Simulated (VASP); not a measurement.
Wanted: the native input for a VASP 6.6.1 run.

```yaml
Task: single point
Functional: r2SCAN
Potentials_or_basis: VASP PAW PBE potentials, release 64 (V_sv, Al, C)
Cutoff: 520 eV
k_mesh: 11 × 11 × 2
Occupations: fermi-dirac, width 0.05 eV
Spin: collinear spin, ferromagnetic start
Starting_moments: "[2.0, 2.0, 2.0, 2.0, 0.0, 0.0, 0.0, 0.0] μB"
Dipole_correction: no
Further_INCAR_settings: ALGO = Normal; EDIFF = 1e-06; NBANDS = 47
```

The system is AlV2C.

```
V Al C
1.0
     2.88760    0.00000    0.00000
    -1.44380    2.50073    0.00000
     0.00000    0.00000   13.10482
V Al C
4 2 2
Direct
  0.33333 0.66667 0.91362
  0.66667 0.33333 0.08638
  0.66667 0.33333 0.41362
  0.33333 0.66667 0.58638
  0.66667 0.33333 0.75000
  0.33333 0.66667 0.25000
  0.00000 0.00000 0.50000
  0.00000 0.00000 0.00000
```

These files were run (other wordings do the same):

POSCAR

```
AlV2C
1.0
    2.8875990726      0.0000000000      0.0000000000
   -1.4437995363      2.5007341528      0.0000000000
    0.0000000000      0.0000000000     13.1048231100
V Al C
4 2 2
Direct
    0.3333333333      0.6666666667      0.9136157800
    0.6666666667      0.3333333333      0.0863842200
    0.6666666667      0.3333333333      0.4136157800
    0.3333333333      0.6666666667      0.5863842200
    0.6666666667      0.3333333333      0.7500000000
    0.3333333333      0.6666666667      0.2500000000
    0.0000000000      0.0000000000      0.5000000000
    0.0000000000      0.0000000000      0.0000000000
```

INCAR.step1

```
  ALGO = Normal
  EDIFF = 1E-4
  ENCUT = 520
  GGA = PE
  ISMEAR = -1
  ISPIN = 2
  LASPH = T
  LCHARG = F
  LMAXMIX = 4
  LREAL = F
  LWAVE = T
  MAGMOM = 2 2 2 2 0 0 0 0
  NBANDS = 47
  NELM = 150
  PREC = Accurate
  SIGMA = 0.05
```

INCAR.step2

```
  ALGO = Normal
  EDIFF = 1E-6
  ENCUT = 520
  ISIF = 2
  ISMEAR = -1
  ISPIN = 2
  ISTART = 1
  LASPH = T
  LCHARG = T
  LELF = T
  LMAXMIX = 4
  LMIXTAU = T
  LORBIT = 11
  LREAL = F
  LVHAR = T
  LWAVE = F
  MAGMOM = 2 2 2 2 0 0 0 0
  METAGGA = R2SCAN
  NBANDS = 47
  NELM = 150
  PREC = Accurate
  SIGMA = 0.05
```

KPOINTS

```
k-points
0
Gamma
  11 11 2
```

Potentials or basis: VASP PAW PBE potentials, release 64 (V_sv, Al, C).

Command:

```sh
$ cat potpaw_PBE.64/V_sv/POTCAR potpaw_PBE.64/Al/POTCAR potpaw_PBE.64/C/POTCAR > POTCAR
$ cp INCAR.step1 INCAR
$ mpirun -np 1 vasp_std > vasp.out
$ cp INCAR.step2 INCAR
$ mpirun -np 1 vasp_std > vasp.out
```

Results of the run:

The pressure is -0.4 GPa. The largest force is 0.124 eV/Å. The band gap on the k mesh is zero (filled and empty bands overlap), the net moment is 0.00 μB per cell and the valence electrons inside the program's atomic spheres are V 11.69; Al 0.83; C 2.50.

Caveat: the PAW data sets were made with another functional, which shifts forces and pressure a little.

Wall time 11 min on 1 thread of Intel(R) Xeon(R) Platinum 8488C (Sapphire Rapids), on a shared host, peak memory 0.42 GiB.
